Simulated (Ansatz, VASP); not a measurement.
**One calculation of Ti, two programs**

File POSCAR:

```
Ti
1.0
   -1.6258948707      1.6258948707      1.5852474989
    1.6258948707     -1.6258948707      1.5852474989
    1.6258948707      1.6258948707     -1.5852474989
Ti
1
Direct
    0.0000000000      0.0000000000      0.0000000000
```

The input INCAR.step1:

```
SYSTEM = Ti
PREC     = Accurate       ! precision mode
ENCUT    = 520            ! plane-wave cutoff, eV
ISMEAR   = 0              ! smearing method
SIGMA    = 0.15           ! smearing width, eV
LREAL    = .FALSE.        ! projectors in reciprocal space
LASPH    = .TRUE.         ! aspherical terms in the spheres
NELM     = 60             ! most SCF steps
NBANDS   = 12             ! bands
GGA      = PE             ! functional
ALGO     = Normal         ! electronic algorithm
EDIFF    = 1E-4           ! SCF threshold, eV
LWAVE    = .TRUE.         ! write WAVECAR
LCHARG   = .FALSE.        ! write CHGCAR
```

The input INCAR.step2:

```
SYSTEM = Ti
PREC     = Accurate       ! precision mode
ENCUT    = 520            ! plane-wave cutoff, eV
EDIFF    = 1E-7           ! SCF threshold, eV
ISMEAR   = 0              ! smearing method
SIGMA    = 0.15           ! smearing width, eV
LREAL    = .FALSE.        ! projectors in reciprocal space
LASPH    = .TRUE.         ! aspherical terms in the spheres
NELM     = 60             ! most SCF steps
ALGO     = Normal         ! electronic algorithm
ISIF     = 2              ! what is computed and relaxed
LWAVE    = .FALSE.        ! write WAVECAR
LCHARG   = .FALSE.        ! write CHGCAR
METAGGA  = R2SCAN         ! meta-GGA
LMIXTAU  = .TRUE.       
NBANDS   = 12             ! bands
ISTART   = 1
```

Contents of KPOINTS:

```
Automatic mesh
0
G
  26 26 26
  0 0 0
```

Input for Ansatz:

```yaml
crystal:
  lattice:
    - [-1.6258948707, 1.6258948707, 1.5852474989]
    - [1.6258948707, -1.6258948707, 1.5852474989]
    - [1.6258948707, 1.6258948707, -1.5852474989]
  atoms:
    - { symbol: Ti, position: [0.0, 0.0, 0.0] }
basis:
  ecutwfc: 500
kpoints:
  mp_grid: { grid: [26, 26, 26] }
hamiltonian:
  xc: r2scan
scf:
  occupations: { method: gaussian, width: 0.15 }
output:
  forces: true
  stress: true
  eigenvalues: true
```

Change from the starting cell: strain +0.000 along x and y, -0.025 along z, atoms carried along.

Alike in both runs: task single point; functional r2SCAN; k mesh 26 × 26 × 26; occupations gaussian, width 0.15 eV; no spin polarisation.

|  | VASP | Ansatz |
| --- | --- | --- |
| version | VASP 6.6.1 | Ansatz 0.2.0 |
| potentials or method | VASP PAW PBE potentials, release 64 (Ti_sv), cutoff 520 eV | scalar-relativistic, plane waves, PAW |
| valence electrons in the cell | 12 | 12 |

```csv
,VASP,Ansatz,Ansatz less VASP
gap on the k mesh at the Fermi level (eV),none,none,-
pressure (GPa),3.5,3.1,-0.47
"traceless stress, the component that is largest in VASP (GPa)",-0.69,-0.68,+0.007
```

VASP's potentials were made for PBE, not for r2SCAN. A gap of «none» marks a metal or a gap that the smearing closes.
